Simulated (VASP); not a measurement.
A run of VASP 6.6.1 is set up as follows.

Contents of INCAR:

```
SYSTEM = MgO
ALGO     = Normal         ! electronic algorithm
EDIFF    = 1E-6           ! SCF threshold, eV
EDIFFG   = -0.01          ! ionic threshold
ENCUT    = 600            ! plane-wave cutoff, eV
GGA      = PS             ! functional
IBRION   = 2              ! ionic algorithm
ISIF     = 3              ! what is computed and relaxed
ISMEAR   = 1              ! smearing method
LASPH    = .True.         ! aspherical terms in the spheres
LCHARG   = .False.        ! write CHGCAR
LREAL    = .False.        ! projectors in reciprocal space
LWAVE    = .False.        ! write WAVECAR
NELM     = 100            ! most SCF steps
NSW      = 80             ! ionic steps
PREC     = Accurate       ! precision mode
SIGMA    = 0.02           ! smearing width, eV
```

The input KPOINTS:

```
k-points
0
Gamma
  6 6 4
  0 0 0
```

POSCAR

```
MgO
1.0
    3.3077869900      0.0000000000      0.0000000000
   -1.6538934950      2.8646275636      0.0000000000
    0.0000000000      0.0000000000      4.9828816700
Mg O
2 2
Direct
    0.3333333333      0.6666666667      0.0021597400
    0.6666666667      0.3333333333      0.5021597400
    0.3333333333      0.6666666667      0.4024402600
    0.6666666667      0.3333333333      0.9024402600
```

Potentials or basis: VASP PAW PBE potentials, release 64 (Mg, O).

Run with:

```sh
$ cat potpaw_PBE.64/Mg/POTCAR potpaw_PBE.64/O/POTCAR > POTCAR
$ mpirun -np 1 vasp_std > vasp.out
```

Question: What does it give for the band gap on the k mesh?

Answer: 3.35 eV, direct.

Question: Estimate the space group after relaxing (to 0.05 Å).

Answer: P6_3mc (No. 186).

Question: What does it give for the relaxed cell?

Answer: a = 3.307 Å, b = 3.307 Å, c = 4.982 Å, α = 90.00°, β = 90.00°, γ = 120.00°.

Question: Estimate the relaxed volume.

Answer: 11.79 Å³/atom.

Forces in eV/Å, atoms in the order of the input:
```
Mg   0.000  0.000  0.007
Mg   0.000  0.000  0.007
O    0.000  0.000 -0.007
O    0.000  0.000 -0.007
```

Caveat: the PAW data sets were made with another functional, which shifts forces and pressure a little. PBEsol gaps usually lie below the measured ones, often by a third to a half.
